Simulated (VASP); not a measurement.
# MgH2 (Fm-3m) in VASP: settings compared

MgH2 is run at these levels: PBEsol, r2SCAN; tasks: single point.

Everything below comes from runs of VASP 6.6.1. Logs are shortened: lines on timing, memory, paths and dates and some standing lists are left out, and cuts for length are marked.

### 1 The cell of the first run

It takes space group Fm-3m (No. 225, cubic). Conventional cell: a = 4.856 Å, b = 4.856 Å, c = 4.856 Å, α = 90.00°, β = 90.00°, γ = 90.00°. Mg (site symmetry m-3m) has 8 H at 2.10 Å within 2.8 Å. Within 2.8 Å of H (site symmetry -43m) lie 4 Mg at 2.10 Å and 6 H at 2.43 Å.

### 2 Single point, PBEsol (strained)

INCAR

```
PREC = Accurate
ENCUT = 520
EDIFF = 1E-6
ISMEAR = 0
SIGMA = 0.1
LREAL = F
LASPH = T
NELM = 60
ALGO = Normal
ISIF = 2
LWAVE = F
LCHARG = F
GGA = PS
NBANDS = 9
```

KPOINTS

```
Automatic mesh
0
Gamma
  16 16 16
```

POSCAR

```
MgH2
1.0
    0.0000000000      2.4282122966      2.4282122966
    2.4282122966      0.0000000000      2.4282122966
    2.4282122966      2.4282122966      0.0000000000
Mg H
1 2
Direct
    0.0000000000      0.0000000000      0.0000000000
    0.7500000000      0.7500000000      0.7500000000
    0.2500000000      0.2500000000      0.2500000000
```

Potentials or basis: VASP PAW PBE potentials, release 64 (Mg, H).

Launch:

```
$ cat potpaw_PBE.64/Mg/POTCAR potpaw_PBE.64/H/POTCAR > POTCAR
$ mpirun -np 1 vasp_std > vasp.out
```

OUTCAR:

```text
PREC = Accurate
   ENCUT = 520
   EDIFF = 1E-6
   ISMEAR = 0
   LREAL = F
   LASPH = T
   NELM = 60
   ISIF = 2
   GGA = PS

 ion  position               nearest neighbor table
   1  0.000  0.000  0.000-   2 2.10   2 2.10   2 2.10   2 2.10   3 2.10   3 2.10   3 2.10   3 2.10

   2  0.750  0.750  0.750-   1 2.10   1 2.10   1 2.10   1 2.10
   3  0.250  0.250  0.250-   1 2.10   1 2.10   1 2.10   1 2.10

  LATTYP: Found a face centered cubic cell.
 ALAT       =     4.8564245932

  Lattice vectors:

 A1 = (   0.0000000000,   2.4282122966,   2.4282122966)
 A2 = (   2.4282122966,   0.0000000000,   2.4282122966)
 A3 = (   2.4282122966,   2.4282122966,   0.0000000000)

Analysis of symmetry for initial positions (statically):
=====================================================================
 Subroutine PRICEL returns:
 Original cell was already a primitive cell.

 Routine SETGRP: Setting up the symmetry group for a
 face centered cubic supercell.

 Subroutine GETGRP returns: Found 48 space group operations
 (whereof 48 operations were pure point group operations)
 out of a pool of 48 trial point group operations.

The static configuration has the point symmetry O_h .

Analysis of symmetry for dynamics (positions and initial velocities):
=====================================================================
 Subroutine PRICEL returns:
 Original cell was already a primitive cell.

 Routine SETGRP: Setting up the symmetry group for a
 face centered cubic supercell.

 Subroutine GETGRP returns: Found 48 space group operations
 (whereof 48 operations were pure point group operations)
 out of a pool of 48 trial point group operations.

The dynamic configuration has the point symmetry O_h .

 Subroutine INISYM returns: Found 48 space group operations
 (whereof 48 operations are pure point group operations),
 and found     1 'primitive' translations

----------------------------------------------------------------------------------------

                                     Primitive cell

  volume of cell :      28.6345

  direct lattice vectors                    reciprocal lattice vectors
     0.000000000  2.428212297  2.428212297    -0.205912803  0.205912803  0.205912803
     2.428212297  0.000000000  2.428212297     0.205912803 -0.205912803  0.205912803
     2.428212297  2.428212297  0.000000000     0.205912803  0.205912803 -0.205912803

  length of vectors
     3.434010762  3.434010762  3.434010762     0.356651437  0.356651437  0.356651437

  position of ions in fractional coordinates (direct lattice)
     0.000000000  0.000000000  0.000000000
     0.750000000  0.750000000  0.750000000
     0.250000000  0.250000000  0.250000000

  ion indices of the primitive-cell ions
   primitive index   ion index
                 1           1
                 2           2
                 3           3

----------------------------------------------------------------------------------------

 KPOINTS: Automatic mesh

Automatic generation of k-mesh.
 Grid dimensions read from file:
 generate k-points for:   16   16   16

 Generating k-lattice:

  Cartesian coordinates                     Fractional coordinates (reciprocal lattice)
    -0.012869550  0.012869550  0.012869550     0.062500000  0.000000000  0.000000000
     0.012869550 -0.012869550  0.012869550     0.000000000  0.062500000  0.000000000
     0.012869550  0.012869550 -0.012869550     0.000000000  0.000000000  0.062500000

  Length of vectors
     0.022290715  0.022290715  0.022290715

  Shift w.r.t. Gamma in fractional coordinates (k-lattice)
     0.000000000  0.000000000  0.000000000

 Subroutine IBZKPT returns following result:
 ===========================================

 Found    145 irreducible k-points:

 Following reciprocal coordinates:
            Coordinates               Weight
  0.000000  0.000000  0.000000      1.000000
  0.062500  0.000000  0.000000      8.000000
  0.125000  0.000000  0.000000      8.000000
  0.187500  0.000000  0.000000      8.000000
  0.250000  0.000000  0.000000      8.000000
  0.312500  0.000000  0.000000      8.000000
[... 16 lines left out ...]
 -0.125000  0.062500  0.000000     24.000000
 -0.062500  0.062500  0.000000     12.000000
 [... further k-points ...]
   k-points           NKPTS =    145   k-points in BZ     NKDIM =    145   number of bands    NBANDS=      9
   number of dos      NEDOS =    301   number of ions     NIONS =      3
   total plane-waves  NPLWV =  21952
   dimension x,y,z NGX =    28 NGY =   28 NGZ =   28
   dimension x,y,z NGXF=    56 NGYF=   56 NGZF=   56
   ions per type =               1   2
   NGX,Y,Z   is equivalent  to a cutoff of  13.56, 13.56, 13.56 a.u.
   NGXF,Y,Z  is equivalent  to a cutoff of  27.11, 27.11, 27.11 a.u.
 SYSTEM =  unknown system
   PREC   = accura    normal or accurate (medium, high low for compatibility)
   ISTART =      0    job   : 0-new  1-cont  2-samecut
   ICHARG =      2    charge: 1-file 2-atom 10-const
   ISPIN  =      1    spin polarized calculation?
   LNONCOLLINEAR =      F non collinear calculations
   LSORBIT =      F    spin-orbit coupling
   LASPH  =      T    aspherical Exc in radial PAW
   ENCUT  =  520.0 eV  38.22 Ry    6.18 a.u.   6.38  6.38  6.38*2*pi/ulx,y,z
   NELM   =     60;   NELMIN=  2; NELMDL= -5     # of ELM steps
   EDIFF  = 0.1E-05   stopping-criterion for ELM
   LREAL  =      F    real-space projection
[... 7 lines left out ...]
   TEBEG  =    0.0;   TEEND  =   0.0 temperature during run
   PSTRESS=    0.0 pullay stress
   NELECT =       4.0000    total number of electrons
   NUPDOWN=      -1.0000    fix difference up-down
   EMIN   =  10.00;   EMAX   =-10.00  energy-range for DOS
   EFERMI =   0.00;   METHOD = LEGACY
   ISMEAR =     0;   SIGMA  =   0.10  broadening in eV -4-tet -1-fermi 0-gaus
   EFERMI_NEDOS =   21; number of points for ismear=-14 and -15
   IALGO  =     38    algorithm
   IMIX   =      4    mixing-type and parameters
     AMIX     =   0.40;   BMIX     =  1.00
     AMIX_MAG =   1.60;   BMIX_MAG =  1.00
  volume/ion in A,a.u.               =       9.54        64.41
  Fermi-wavevector in a.u.,A,eV,Ry     =   0.849438  1.605204  9.817207  0.721544
  Thomas-Fermi vector in A             =   1.965258
   LORBIT       =      0    0 simple, 1 ext, 2 COOP (PROOUT), +10 PAW based schemes
   GGA     = PS    functional components
   LHFCALC =     F    Hartree Fock is set to
   AEXX    =    0.0000 exact exchange contribution
   IVDW    =     0    specifies the selected vdW correction
   LEPSILON=     F    determine dielectric tensor
   LRPA    =     F    only Hartree local field effects (RPA)
 non-spin polarized calculation
 Gauss-broadening in eV      SIGMA  =   0.10
  energy-cutoff  :      520.00
  volume of cell :       28.63
 maximum number of plane-waves:       785
 NGX is ok and might be reduce to    28
   NGX = 13   NGY = 13   NGZ = 13

 number of electron       4.0000001 magnetization

 Free energy of the ion-electron system (eV)
  ---------------------------------------------------
  ext. energy  EPLUGINS =         0.00000000
  ---------------------------------------------------
  free energy    TOTEN  =        -8.56583381 eV

  energy without entropy =       -8.56434929  energy(sigma->0) =       -8.56509155

 E-fermi :   2.5254     XC(G=0):  -8.9118

 val. band max:        2.4753916844   @ k =  -0.3750   0.5000   0.1250
 cond. band min:       2.5729840469   @ k =  -0.3750   0.4375   0.0625
 fundamental gap:      0.0975923624
 Fermi energy:         2.5254198686

 k-point     1 :       0.0000    0.0000    0.0000
  band No.  band energies     occupation
      1      -7.0497      2.00000
      2       3.5169      0.00000
      3      11.5672      0.00000
      4      11.5672      0.00000
      5      11.5672      0.00000
      6      13.7857      0.00000
      7      13.7857      0.00000
      8      13.7857      0.00000
      9      14.6302      0.00000

 k-point     2 :       0.0625    0.0000    0.0000
  band No.  band energies     occupation
      1      -6.9808      2.00000
      2       3.3585      0.00000
      3      11.1045      0.00000
      4      11.4354      0.00000
      5      11.4354      0.00000
      6      14.0351      0.00000
      7      14.0351      0.00000
      8      14.2534      0.00000
      9      14.3594      0.00000

 k-point     3 :       0.1250    0.0000    0.0000
  band No.  band energies     occupation
      1      -6.7748      2.00000
      2       2.8964      0.00000
      3      10.3154      0.00000
      4      11.1664      0.00000
      5      11.1664      0.00000
      6      13.5220      0.00000
      7      14.6005      0.00000
      8      14.6005      0.00000
      9      15.3511      0.00000

 k-point     4 :       0.1875    0.0000    0.0000
  band No.  band energies     occupation
      1      -6.4337      2.00000
      2       2.1736      2.00000
      3       9.6304      0.00000
      4      10.9138      0.00000
      5      10.9138      0.00000
      6      12.6248      0.00000
      7      14.5580      0.00000
      8      14.5580      0.00000
      9      15.9046      0.00000
[... 205 lines left out ...]
 k-point    22 :      -0.1875    0.0625    0.0000
  band No.  band energies     occupation
      1      -6.2309      2.00000
      2       1.8302      2.00000
      3       8.8802      0.00000
      4      10.6320      0.00000
      5      11.7263      0.00000
      6      11.8872      0.00000
      7      13.4317      0.00000
      8      15.3942      0.00000
      9      15.5323      0.00000

 k-point    23 :      -0.1250    0.0625    0.0000
  band No.  band energies     occupation
      1      -6.6155      2.00000
      2       2.5855      0.39576
      3       9.5842      0.00000
      4      10.8102      0.00000
      5      11.8180      0.00000
      6      12.8251      0.00000
      7      14.0645      0.00000
      8      14.9687      0.00000
      9      15.1470      0.00000

 k-point    24 :      -0.0625    0.0625    0.0000
  band No.  band energies     occupation
      1      -6.8663      2.00000
      2       3.1085      0.00000
      3      10.4417      0.00000
      4      11.0546      0.00000
      5      11.7616      0.00000
      6      13.7244      0.00000
      7      13.8992      0.00000
      8      14.5297      0.00000
      9      15.1882      0.00000

 [... further k-points ...]

------------------------ aborting loop because EDIFF is reached ----------------------------------------

  FORCE on cell =-STRESS in cart. coord.  units (eV):
  Direction    XX          YY          ZZ          XY          YZ          ZX
  --------------------------------------------------------------------------------------
  -------------------------------------------------------------------------------------
  Total       -0.8251201     -0.8251201     -0.8251201     -0.0000000     -0.0000000      0.0000000
  in kB      -46.1676538    -46.1676538    -46.1676538     -0.0000000     -0.0000000      0.0000000
  external PRESSURE =     -46.1676538 kB  Pullay stress =       0.0000000 kB

 VOLUME and BASIS-vectors are now :
 -----------------------------------------------------------------------------
  energy-cutoff  :      520.00
  volume of cell :       28.63
      direct lattice vectors                 reciprocal lattice vectors
     0.000000000  2.428212297  2.428212297    -0.205912803  0.205912803  0.205912803
     2.428212297  0.000000000  2.428212297     0.205912803 -0.205912803  0.205912803
     2.428212297  2.428212297  0.000000000     0.205912803  0.205912803 -0.205912803

 POSITION                                       TOTAL-FORCE (eV/Angst)
 -----------------------------------------------------------------------------------
      0.00000      0.00000      0.00000         0.000000      0.000000     -0.000000
      3.64232      3.64232      3.64232        -0.000000     -0.000000     -0.000000
      1.21411      1.21411      1.21411         0.000000      0.000000      0.000000
 -----------------------------------------------------------------------------------
    total drift:                                0.000000      0.000000      0.000000

  FREE ENERGIE OF THE ION-ELECTRON SYSTEM (eV)
  ---------------------------------------------------
  free  energy   TOTEN  =        -8.5658338088 eV

  energy  without entropy=       -8.5643492873  energy(sigma->0) =       -8.56509155
```

Run time: 36 s. Hardware: 1 thread of Intel Xeon 6975P-C, shared host; peak memory 0.18 GiB.

Results:

```yaml
Free_energy: -8.5658 eV
Pressure: -4.6 GPa
Band_gap_on_the_k_mesh: zero (band 2 reaches 3.52 eV, above the bottom of band 3 at 2.09 eV)
```

Caveat: the cell differs from its parent crystal (strained); the PAW data sets were made with another functional, which shifts forces and pressure a little.

### 3 Single point, r2SCAN (functional r2SCAN, strained)

POSCAR

```
MgH2
1.0
    0.0000000000      2.3648282886      2.3648282886
    2.3648282886      0.0000000000      2.3648282886
    2.3648282886      2.3648282886      0.0000000000
Mg H
1 2
Direct
    0.0000000000      0.0000000000      0.0000000000
    0.7500000000      0.7500000000      0.7500000000
    0.2500000000      0.2500000000      0.2500000000
```

INCAR.step1

```
SYSTEM = MgH2
PREC = Accurate
ENCUT = 520
ISMEAR = 0
SIGMA = 0.1
LREAL = .FALSE.
LASPH = .TRUE.
NELM = 80
NBANDS = 9
GGA = PE
ALGO = Normal
EDIFF = 1E-4
LWAVE = .TRUE.
LCHARG = .FALSE.
```

INCAR.step2

```
SYSTEM = MgH2
PREC = Accurate
ENCUT = 520
EDIFF = 1E-6
ISMEAR = 0
SIGMA = 0.1
LREAL = .FALSE.
LASPH = .TRUE.
NELM = 80
ALGO = Normal
ISIF = 2
LWAVE = .FALSE.
LCHARG = .FALSE.
METAGGA = R2SCAN
LMIXTAU = .TRUE.
NBANDS = 9
ISTART = 1
```

KPOINTS

```
regular mesh
0
G
  16 16 16
  0 0 0
```

Potentials or basis: VASP PAW PBE potentials, release 64 (Mg, H).

Launch:

```
$ cat potpaw_PBE.64/Mg/POTCAR potpaw_PBE.64/H/POTCAR > POTCAR
$ cp INCAR.step1 INCAR
$ mpirun -np 1 vasp_std > vasp.out
$ cp INCAR.step2 INCAR
$ mpirun -np 1 vasp_std > vasp.out
```

OUTCAR:

```text
SYSTEM = MgH2
   PREC = Accurate
   ENCUT = 520
   EDIFF = 1E-6
   ISMEAR = 0
   LREAL = .FALSE.
   LASPH = .TRUE.
   NELM = 80
   ISIF = 2
   METAGGA = R2SCAN
   ISTART = 1

 ion  position               nearest neighbor table
   1  0.000  0.000  0.000-   2 2.05   2 2.05   2 2.05   2 2.05   3 2.05   3 2.05   3 2.05   3 2.05

   2  0.750  0.750  0.750-   1 2.05   1 2.05   1 2.05   1 2.05
   3  0.250  0.250  0.250-   1 2.05   1 2.05   1 2.05   1 2.05

  LATTYP: Found a face centered cubic cell.
 ALAT       =     4.7296565772

  Lattice vectors:

 A1 = (   0.0000000000,   2.3648282886,   2.3648282886)
 A2 = (   2.3648282886,   0.0000000000,   2.3648282886)
 A3 = (   2.3648282886,   2.3648282886,   0.0000000000)

Analysis of symmetry for initial positions (statically):
=====================================================================
 Subroutine PRICEL returns:
 Original cell was already a primitive cell.

 Routine SETGRP: Setting up the symmetry group for a
 face centered cubic supercell.

 Subroutine GETGRP returns: Found 48 space group operations
 (whereof 48 operations were pure point group operations)
[... 176 lines left out ...]
      1      -7.4443      2.00000
      2       3.9131      0.00000
      3      12.8543      0.00000
      4      12.8543      0.00000
      5      12.8543      0.00000
      6      16.1200      0.00000
      7      16.1200      0.00000
      8      16.1200      0.00000
      9      16.7259      0.00000
[... 265 lines left out ...]
 k-point    24 :      -0.0625    0.0625    0.0000
  band No.  band energies     occupation
      1      -7.2453      2.00000
      2       3.4615      0.00456
      3      11.8371      0.00000
      4      12.5135      0.00000
      5      13.0701      0.00000
      6      15.6610      0.00000
      7      16.2646      0.00000
      8      16.7729      0.00000
      9      17.4594      0.00000

 [... further k-points ...]

------------------------ aborting loop because EDIFF is reached ----------------------------------------

  FORCE on cell =-STRESS in cart. coord.  units (eV):
  Direction    XX          YY          ZZ          XY          YZ          ZX
  --------------------------------------------------------------------------------------
  -------------------------------------------------------------------------------------
  Total       -0.1222848     -0.1222848     -0.1222848     -0.0000000      0.0000000      0.0000000
  in kB       -7.4072000     -7.4072000     -7.4072000     -0.0000000      0.0000000      0.0000000
  external PRESSURE =      -7.4072000 kB  Pullay stress =       0.0000000 kB

 VOLUME and BASIS-vectors are now :
 -----------------------------------------------------------------------------
  energy-cutoff  :      520.00
  volume of cell :       26.45
      direct lattice vectors                 reciprocal lattice vectors
     0.000000000  2.364828289  2.364828289    -0.211431842  0.211431842  0.211431842
     2.364828289  0.000000000  2.364828289     0.211431842 -0.211431842  0.211431842
     2.364828289  2.364828289  0.000000000     0.211431842  0.211431842 -0.211431842

 POSITION                                       TOTAL-FORCE (eV/Angst)
 -----------------------------------------------------------------------------------
      0.00000      0.00000      0.00000         0.000000     -0.000000     -0.000000
      3.54724      3.54724      3.54724         0.000000      0.000000     -0.000000
      1.18241      1.18241      1.18241        -0.000000     -0.000000      0.000000
 -----------------------------------------------------------------------------------
    total drift:                                0.000000      0.000000      0.000000

  FREE ENERGIE OF THE ION-ELECTRON SYSTEM (eV)
  ---------------------------------------------------
  free  energy   TOTEN  =       -11.5247579789 eV

  energy  without entropy=      -11.5239492416  energy(sigma->0) =      -11.52435361
```

OUTCAR.step1:

```text
SYSTEM = MgH2
   PREC = Accurate
   ENCUT = 520
   ISMEAR = 0
   LREAL = .FALSE.
   LASPH = .TRUE.
   NELM = 80
[... 513 lines left out ...]
      0.00000      0.00000      0.00000        -0.000000     -0.000000     -0.000000
      3.54724      3.54724      3.54724         0.000000      0.000000      0.000000
      1.18241      1.18241      1.18241        -0.000000     -0.000000     -0.000000
 -----------------------------------------------------------------------------------
    total drift:                                0.000000      0.000000      0.000000

  FREE ENERGIE OF THE ION-ELECTRON SYSTEM (eV)
  ---------------------------------------------------
  free  energy   TOTEN  =        -8.4971082534 eV

  energy  without entropy=       -8.4956247828  energy(sigma->0) =       -8.49636652
```

Wall time 2 min (1 thread of Intel Xeon 6975P-C, shared host); peak memory 0.19 GiB.

Results:

* Free energy: -11.5248 eV
* Pressure: -0.7 GPa
* Band gap on the k mesh: zero (band 2 reaches 3.91 eV, above the bottom of band 3 at 2.98 eV)

Caveat: the cell differs from its parent crystal (functional r2SCAN, strained); the PAW data sets were made with another functional, which shifts forces and pressure a little.
